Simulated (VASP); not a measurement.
Input of a VASP 6.6.1 run:

INCAR

```
SYSTEM = PtSe2
PREC = Accurate
ENCUT = 520
EDIFF = 1E-6
ISMEAR = 0
SIGMA = 0.05
LREAL = .FALSE.
LASPH = .TRUE.
NELM = 80
ALGO = Normal
ISIF = 2
LWAVE = .FALSE.
LCHARG = .TRUE.
GGA = CA
LELF = .TRUE.
LVHAR = .TRUE.
NBANDS = 18
```

The input KPOINTS:

```
regular mesh
0
G
  10 10 8
  0 0 0
```

The input POSCAR:

```
PtSe2
1.0
    3.7528908609      0.0000000000      0.0000000000
   -1.8764454304      3.2500988232      0.0000000000
    0.0000000000      0.0000000000      4.9219957034
Pt Se
1 2
Direct
    0.0000000000      0.0000000000      0.0000000000
    0.3333333333      0.6666666667      0.2564981705
    0.6666666667      0.3333333333      0.7435018295
```

Potentials or basis: VASP PAW LDA potentials, release 64 (Pt, Se).

Launch:

```console
$ cat potpaw_LDA.64/Pt/POTCAR potpaw_LDA.64/Se/POTCAR > POTCAR
$ mpirun -np 1 vasp_std > vasp.out
```

(1) What does it give for the band gap on the k mesh?

(2) Predict the pressure.

## Answers

(1) zero (bands 11 and 12 overlap by 0.78 eV).

(2) -1.6 GPa.

Caveat: spin-orbit coupling is left out, which moves the levels of the heavy elements.
